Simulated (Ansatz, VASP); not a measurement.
**SiNi3 in VASP and in Ansatz**

File INCAR:

```
ALGO     = Normal         # electronic algorithm
EDIFF    = 1E-7           # SCF threshold, eV
EDIFFG   = -0.01          # ionic threshold
ENCUT    = 600            # plane-wave cutoff, eV
GGA      = PE             # functional
IBRION   = 2              # ionic algorithm
ISIF     = 3              # what is computed and relaxed
ISMEAR   = -1             # smearing method
ISPIN    = 2              # spin polarisation
IVDW     = 13             # dispersion correction
LASPH    = True           # aspherical terms in the spheres
LCHARG   = False          # write CHGCAR
LMAXMIX  = 4              # l up to which the mixer works
LORBIT   = 11             # projections on sites
LREAL    = False          # projectors in reciprocal space
LWAVE    = False          # write WAVECAR
MAGMOM   = 1 1 1 0        # initial moments
NELM     = 150            # most SCF steps
NSW      = 60             # ionic steps
PREC     = Accurate       # precision mode
SIGMA    = 0.05           # smearing width, eV
```

KPOINTS

```
k-points
0
Gamma
  8 8 8
```

POSCAR

```
SiNi3
1.0
    3.5420000000      0.0000000000      0.0000000000
    0.0000000000      3.5420000000      0.0000000000
    0.0000000000      0.0000000000      3.5420000000
Ni Si
3 1
Direct
    0.5000000000      0.5000000000      0.0000000000
    0.5000000000      0.0000000000      0.5000000000
    0.0000000000      0.5000000000      0.5000000000
    0.0000000000      0.0000000000      0.0000000000
```

File input.yaml:

```yaml
crystal:
  lattice:
    - [3.542, 0.0, 0.0]
    - [0.0, 3.542, 0.0]
    - [0.0, 0.0, 3.542]
  atoms:
    - { symbol: Ni, position: [0.5, 0.5, 0.0], spin: 1.0 }
    - { symbol: Ni, position: [0.5, 0.0, 0.5], spin: 1.0 }
    - { symbol: Ni, position: [0.0, 0.5, 0.5], spin: 1.0 }
    - { symbol: Si, position: [0.0, 0.0, 0.0] }
hamiltonian:
  xc: pbe
  pseudopotentials: { kind: paw }
  dispersion: d4
magnetization:
  spin_polarized: true
kpoints:
  mp_grid: { grid: [8, 8, 8] }
scf:
  occupations: { method: fermi_dirac, width: 0.05 }
output:
  forces: true
  stress: true
  eigenvalues: true
relax:
  f_tol: 0.01
  max_steps: 40
  cell: { stress_tol: 0.05 }
```

Alike in both runs: task relaxation of cell and atoms; functional PBE; dispersion D4; k mesh 8 × 8 × 8; occupations fermi-dirac, width 0.05 eV; collinear spin.

|  | VASP | Ansatz |
| --- | --- | --- |
| version | VASP 6.6.1 | Ansatz 0.2.0 |
| potentials or method | VASP PAW PBE potentials, release 64 (Ni, Si) | Ansatz PAW |
| plane-wave cutoff (eV) | 600 | 420 |
| valence electrons in the cell | 34 | 58 |

|  | VASP | Ansatz | Ansatz less VASP |
| --- | --- | --- | --- |
| gap on the k mesh at the Fermi level, each at its own relaxed structure (eV) | none | none | - |
| net moment per atom (μB) | 0.00 | 0.00 | 0.000 |
| relaxed volume (Å³/atom) | 10.45 | 10.45 | -0.001 |
| relaxed cell length with the largest relative difference (Å) | 3.470 | 3.470 | -0.0001 |

A gap of «none» marks a metal or a gap that the smearing closes. VASP's potentials hold 34 valence electrons a cell and Ansatz's 58, so a difference there can come from the potentials and not from the codes.

Noted on Ansatz's run: the plane-wave basis is chosen anew once the cell has moved, so the energies of steps on either side of that aren't comparable.
